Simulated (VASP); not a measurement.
# MgS (ae) (I-4m2) in VASP: single point with PBEsol

Aim: the single point of MgS (ae) with PBEsol.

Everything below comes from runs of VASP 6.6.1. Logs are shortened: lines on timing, memory, paths and dates and some standing lists are left out, and cuts for length are marked.

### Step 1. The cell of the first run

The structure is tetragonal, space group I-4m2 (No. 119). Conventional cell: a = 3.971 Å, b = 3.971 Å, c = 5.736 Å, α = 90.00°, β = 90.00°, γ = 90.00°. Within 3.2 Å of Mg (site symmetry -4m2) lie 4 S at 2.45 Å. S (site symmetry -4m2) has 4 Mg at 2.45 Å within 3.2 Å.

### Step 2. Single point, PBEsol

The input, INCAR:

```
SYSTEM = MgS
  PREC = Accurate
  ENCUT = 600
  EDIFF = 1E-6
  ISMEAR = 0
  SIGMA = 0.01
  LREAL = .False.
  LASPH = .True.
  NELM = 120
  ALGO = Normal
  ISIF = 2
  LWAVE = .False.
  LCHARG = .False.
  GGA = PS
  NBANDS = 11
  GGA_COMPAT = .False.
```

The input, KPOINTS:

```
Automatic mesh
0
Gamma
  6 6 6
  0 0 0
```

The input, POSCAR:

```
MgS
1.0
    0.0000000000      2.8082549837      2.8680870604
    2.8082549837      0.0000000000      2.8680870604
    2.8082549837      2.8082549837      0.0000000000
Mg S
1 1
Direct
    0.0000000000      0.0000000000      0.0000000000
    0.2500000000      0.2500000000      0.2500000000
```

Potentials or basis: VASP PAW PBE potentials, release 64 (Mg, S).

On the command line:

```console
> cat potpaw_PBE.64/Mg/POTCAR potpaw_PBE.64/S/POTCAR > POTCAR
> mpirun -np 1 vasp_std > vasp.out
```

OUTCAR:

```text
SYSTEM = MgS
   PREC = Accurate
   ENCUT = 600
   EDIFF = 1E-6
   ISMEAR = 0
   LREAL = .False.
   LASPH = .True.
   NELM = 120
   ISIF = 2
   GGA = PS

 ion  position               nearest neighbor table
   1  0.000  0.000  0.000-   2 2.45   2 2.45   2 2.45   2 2.45
   2  0.250  0.250  0.250-   1 2.45   1 2.45   1 2.45   1 2.45

  LATTYP: Found a body centered tetragonal cell.
 ALAT       =     3.9714722846
 C/A-ratio  =     1.4443444924

  Lattice vectors:

 A1 = (  -2.8082549837,   0.0000000000,   2.8680870604)
 A2 = (   2.8082549837,   0.0000000000,   2.8680870604)
 A3 = (   0.0000000000,   2.8082549837,  -2.8680870604)

Analysis of symmetry for initial positions (statically):
=====================================================================
 Subroutine PRICEL returns:
 Original cell was already a primitive cell.

 Routine SETGRP: Setting up the symmetry group for a
 body centered tetragonal supercell.

 Subroutine GETGRP returns: Found  8 space group operations
 (whereof  8 operations were pure point group operations)
 out of a pool of 16 trial point group operations.

The static configuration has the point symmetry D_2d.

Analysis of symmetry for dynamics (positions and initial velocities):
=====================================================================
 Subroutine PRICEL returns:
 Original cell was already a primitive cell.

 Routine SETGRP: Setting up the symmetry group for a
 body centered tetragonal supercell.

 Subroutine GETGRP returns: Found  8 space group operations
 (whereof  8 operations were pure point group operations)
 out of a pool of 16 trial point group operations.

The dynamic configuration has the point symmetry D_2d.

 Subroutine INISYM returns: Found  8 space group operations
 (whereof  8 operations are pure point group operations),
 and found     1 'primitive' translations

----------------------------------------------------------------------------------------

                                     Primitive cell

  volume of cell :      45.2372

  direct lattice vectors                    reciprocal lattice vectors
     0.000000000  2.808254984  2.868087060    -0.178046510  0.178046510  0.174332225
     2.808254984  0.000000000  2.868087060     0.178046510 -0.178046510  0.174332225
     2.808254984  2.808254984  0.000000000     0.178046510  0.178046510 -0.174332225

  length of vectors
     4.014002920  4.014002920  3.971472285     0.306256175  0.306256175  0.306256175

  position of ions in fractional coordinates (direct lattice)
     0.000000000  0.000000000  0.000000000
     0.250000000  0.250000000  0.250000000

  ion indices of the primitive-cell ions
   primitive index   ion index
                 1           1
                 2           2

----------------------------------------------------------------------------------------

 KPOINTS: Automatic mesh

Automatic generation of k-mesh.
 Grid dimensions read from file:
 generate k-points for:    6    6    6

 Generating k-lattice:

  Cartesian coordinates                     Fractional coordinates (reciprocal lattice)
    -0.029674418  0.029674418  0.029055371     0.166666667  0.000000000  0.000000000
     0.029674418 -0.029674418  0.029055371     0.000000000  0.166666667  0.000000000
     0.029674418  0.029674418 -0.029055371     0.000000000  0.000000000  0.166666667

  Length of vectors
     0.051042696  0.051042696  0.051042696

  Shift w.r.t. Gamma in fractional coordinates (k-lattice)
     0.000000000  0.000000000  0.000000000

 Subroutine IBZKPT returns following result:
 ===========================================

 Found     30 irreducible k-points:

 Following reciprocal coordinates:
            Coordinates               Weight
  0.000000  0.000000  0.000000      1.000000
  0.166667  0.000000  0.000000      8.000000
  0.333333  0.000000  0.000000      8.000000
  0.500000  0.000000  0.000000      4.000000
  0.166667  0.166667  0.000000      2.000000
  0.333333  0.166667  0.000000      8.000000
[... 16 lines left out ...]
  0.333333  0.000000  0.333333      4.000000
  0.500000  0.000000  0.333333     16.000000
 [... further k-points ...]
   k-points           NKPTS =     30   k-points in BZ     NKDIM =     30   number of bands    NBANDS=     11
   number of dos      NEDOS =    301   number of ions     NIONS =      2
   total plane-waves  NPLWV =  32768
   dimension x,y,z NGX =    32 NGY =   32 NGZ =   32
   dimension x,y,z NGXF=    64 NGYF=   64 NGZF=   64
   ions per type =               1   1
   NGX,Y,Z   is equivalent  to a cutoff of  13.25, 13.25, 13.40 a.u.
   NGXF,Y,Z  is equivalent  to a cutoff of  26.51, 26.51, 26.79 a.u.
 SYSTEM =  MgS
   PREC   = accura    normal or accurate (medium, high low for compatibility)
   ISTART =      0    job   : 0-new  1-cont  2-samecut
   ICHARG =      2    charge: 1-file 2-atom 10-const
   ISPIN  =      1    spin polarized calculation?
   LNONCOLLINEAR =      F non collinear calculations
   LSORBIT =      F    spin-orbit coupling
   LASPH  =      T    aspherical Exc in radial PAW
   ENCUT  =  600.0 eV  44.10 Ry    6.64 a.u.   8.02  8.02  7.93*2*pi/ulx,y,z
   NELM   =    120;   NELMIN=  2; NELMDL= -5     # of ELM steps
   EDIFF  = 0.1E-05   stopping-criterion for ELM
   LREAL  =      F    real-space projection
   EDIFFG = 0.1E-04   stopping-criterion for IOM
   NSW    =      0    number of steps for IOM
   IBRION =     -1    ionic relax: 0-MD 1-quasi-New 2-CG
   NFREE  =      0    steps in history (QN), initial steepest desc. (CG)
   ISIF   =      2    stress and relaxation
   ISYM   =      2    0-nonsym 1-usesym 2-fastsym
   POTIM  = 0.5000    time-step for ionic-motion
   TEBEG  =    0.0;   TEEND  =   0.0 temperature during run
   PSTRESS=    0.0 pullay stress
   NELECT =       8.0000    total number of electrons
   NUPDOWN=      -1.0000    fix difference up-down
   EMIN   =  10.00;   EMAX   =-10.00  energy-range for DOS
   EFERMI =   0.00;   METHOD = LEGACY
   ISMEAR =     0;   SIGMA  =   0.01  broadening in eV -4-tet -1-fermi 0-gaus
   EFERMI_NEDOS =   21; number of points for ismear=-14 and -15
   IALGO  =     38    algorithm
   IMIX   =      4    mixing-type and parameters
     AMIX     =   0.40;   BMIX     =  1.00
     AMIX_MAG =   1.60;   BMIX_MAG =  1.00
  volume/ion in A,a.u.               =      22.62       152.64
  Fermi-wavevector in a.u.,A,eV,Ry     =   0.918910  1.736488 11.488702  0.844396
  Thomas-Fermi vector in A             =   2.044045
   LORBIT       =      0    0 simple, 1 ext, 2 COOP (PROOUT), +10 PAW based schemes
   GGA     = PS    functional components
   LHFCALC =     F    Hartree Fock is set to
   AEXX    =    0.0000 exact exchange contribution
   IVDW    =     0    specifies the selected vdW correction
   LEPSILON=     F    determine dielectric tensor
   LRPA    =     F    only Hartree local field effects (RPA)
 non-spin polarized calculation
 Gauss-broadening in eV      SIGMA  =   0.01
  energy-cutoff  :      600.00
  volume of cell :       45.24
 maximum number of plane-waves:      1520
   NGX = 17   NGY = 17   NGZ = 15

 number of electron       8.0000000 magnetization

 Free energy of the ion-electron system (eV)
  ---------------------------------------------------
  ext. energy  EPLUGINS =         0.00000000
  ---------------------------------------------------
  free energy    TOTEN  =        -8.91653337 eV

  energy without entropy =       -8.91653337  energy(sigma->0) =       -8.91653337

 E-fermi :   1.1544     XC(G=0):  -8.5886

 val. band max:        1.0409694249   @ k =   0.0000   0.0000   0.0000
 cond. band min:       4.3303350111   @ k =   0.0000   0.0000   0.0000
 fundamental gap:      3.2893655861
 Fermi energy:         1.1544208698

 k-point     1 :       0.0000    0.0000    0.0000
  band No.  band energies     occupation
      1     -10.2576      2.00000
      2       0.9836      2.00000
      3       1.0410      2.00000
      4       1.0410      2.00000
      5       4.3303      0.00000
      6       8.8897      0.00000
      7       8.9099      0.00000
      8       8.9099      0.00000
      9      11.6246      0.00000
     10      11.9908      0.00000
     11      14.4546      0.00000

 k-point     2 :       0.1667    0.0000    0.0000
  band No.  band energies     occupation
      1     -10.1030      2.00000
      2      -0.0778      2.00000
      3       0.9020      2.00000
      4       0.9594      2.00000
      5       5.3517      0.00000
      6       8.6357      0.00000
      7       9.1273      0.00000
      8       9.1847      0.00000
      9      11.0788      0.00000
     10      11.3049      0.00000
     11      13.6204      0.00000

 k-point     3 :       0.3333    0.0000    0.0000
  band No.  band energies     occupation
      1      -9.7567      2.00000
      2      -1.5543      2.00000
      3       0.7193      2.00000
      4       0.8113      2.00000
      5       6.0445      0.00000
      6       8.7531      0.00000
      7       8.9588      0.00000
      8       9.0853      0.00000
      9      12.1404      0.00000
     10      12.1720      0.00000
     11      12.9916      0.00000

 k-point     4 :       0.5000    0.0000    0.0000
  band No.  band energies     occupation
      1      -9.5592      2.00000
      2      -2.1727      2.00000
      3       0.6360      2.00000
      4       0.7437      2.00000
      5       6.0201      0.00000
      6       8.4735      0.00000
      7       8.6700      0.00000
      8       9.4609      0.00000
      9      13.7424      0.00000
     10      14.0969      0.00000
     11      14.2792      0.00000
[... 239 lines left out ...]
 k-point    22 :      -0.3333    0.5000    0.1667
  band No.  band energies     occupation
      1      -9.3416      2.00000
      2      -1.5812      2.00000
      3      -0.5187      2.00000
      4      -0.2438      2.00000
      5       5.9115      0.00000
      6       7.9042      0.00000
      7      10.2504      0.00000
      8      10.3595      0.00000
      9      13.4866      0.00000
     10      14.7386      0.00000
     11      14.8270      0.00000

 k-point    23 :       0.3333    0.0000    0.3333
  band No.  band energies     occupation
      1      -9.5847      2.00000
      2      -1.3117      2.00000
      3       0.1629      2.00000
      4       0.1702      2.00000
      5       5.5109      0.00000
      6       6.9575      0.00000
      7      10.2866      0.00000
      8      11.2557      0.00000
      9      11.5496      0.00000
     10      13.5621      0.00000
     11      16.5061      0.00000

 k-point    24 :       0.5000    0.0000    0.3333
  band No.  band energies     occupation
      1      -9.3868      2.00000
      2      -1.6136      2.00000
      3      -0.3973      2.00000
      4       0.0946      2.00000
      5       5.4360      0.00000
      6       7.2786      0.00000
      7      10.4368      0.00000
      8      11.3272      0.00000
      9      12.6844      0.00000
     10      14.5482      0.00000
     11      15.5512      0.00000

 [... further k-points ...]
[... 5 lines left out ...]
  --------------------------------------------------------------------------------------
  -------------------------------------------------------------------------------------
  Total       -0.0183496     -0.0183496     -0.1445683      0.0000000      0.0000000      0.0000000
  in kB       -0.6498914     -0.6498914     -5.1202162      0.0000000      0.0000000      0.0000000
  external PRESSURE =      -2.1399997 kB  Pullay stress =       0.0000000 kB

 VOLUME and BASIS-vectors are now :
 -----------------------------------------------------------------------------
  energy-cutoff  :      600.00
  volume of cell :       45.24
      direct lattice vectors                 reciprocal lattice vectors
     0.000000000  2.808254984  2.868087060    -0.178046510  0.178046510  0.174332225
     2.808254984  0.000000000  2.868087060     0.178046510 -0.178046510  0.174332225
     2.808254984  2.808254984  0.000000000     0.178046510  0.178046510 -0.174332225

 POSITION                                       TOTAL-FORCE (eV/Angst)
 -----------------------------------------------------------------------------------
      0.00000      0.00000      0.00000         0.000000      0.000000     -0.000000
      1.40413      1.40413      1.43404        -0.000000     -0.000000      0.000000
 -----------------------------------------------------------------------------------
    total drift:                               -0.000000     -0.000000     -0.000000

  FREE ENERGIE OF THE ION-ELECTRON SYSTEM (eV)
  ---------------------------------------------------
  free  energy   TOTEN  =        -8.9165333707 eV

  energy  without entropy=       -8.9165333707  energy(sigma->0) =       -8.91653337
```

Run time: 16 s. Hardware: 1 thread of AMD EPYC 9R45 (Zen 5), shared host; peak memory 0.15 GiB.

What came out:

```
Free energy            : -8.9165 eV
Pressure               : -0.2 GPa
Band gap on the k mesh : 3.29 eV, direct
```

Stress tensor (GPa, compression positive):
```
-0.06  0.00  0.00
 0.00 -0.06  0.00
 0.00  0.00 -0.51
```

Caveat: the PAW data sets were made with another functional, which shifts forces and pressure a little.
